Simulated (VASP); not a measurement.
Set up this calculation in VASP 6.6.1, as the native input.

| Item | Value |
| --- | --- |
| Task | single point |
| Functional | revPBE |
| Potentials or basis | VASP PAW PBE potentials, release 64 (Hf_pv, N) |
| Cutoff | 600 eV |
| k mesh | 16 × 16 × 16 |
| Occupations | fermi-dirac, width 0.15 eV |
| Spin | no spin polarisation |
| Dipole correction | no |
| Further INCAR settings | ALGO = Normal; EDIFF = 1e-06; NBANDS = 14 |

The structure of HfN lies in POSCAR:

```
HfN
1.0
    0.0000000000      2.2143014125      2.2143014125
    2.2143014125      0.0000000000      2.2143014125
    2.2143014125      2.2143014125      0.0000000000
Hf N
1 1
Direct
    0.0000000000      0.0000000000      0.0000000000
    0.5000000000      0.5000000000      0.5000000000
```

The input as run:

INCAR

```
ALGO     = Normal         # electronic algorithm
EDIFF    = 1E-6           # SCF threshold, eV
ENCUT    = 600            # plane-wave cutoff, eV
GGA      = RE             # functional
GGA_COMPAT= False        
ISIF     = 2              # what is computed and relaxed
ISMEAR   = -1             # smearing method
LASPH    = True           # aspherical terms in the spheres
LCHARG   = False          # write CHGCAR
LREAL    = False          # projectors in reciprocal space
LWAVE    = False          # write WAVECAR
NBANDS   = 14             # bands
NELM     = 120            # most SCF steps
PREC     = Accurate       # precision mode
SIGMA    = 0.15           # smearing width, eV
```

KPOINTS

```
k-points
0
Gamma
  16 16 16
```

Potentials or basis: VASP PAW PBE potentials, release 64 (Hf_pv, N).

Launch:

```sh
$ cat potpaw_PBE.64/Hf_pv/POTCAR potpaw_PBE.64/N/POTCAR > POTCAR
$ mpirun -np 1 vasp_std > vasp.out
```

It gave:

```json
{
 "Pressure": "26.0 GPa"
}
```

Caveat: the PAW data sets were made with another functional, which shifts forces and pressure a little.

Wall time 120 s on 1 thread of Intel Xeon 8259CL (shared host), peak memory 0.2 GiB.
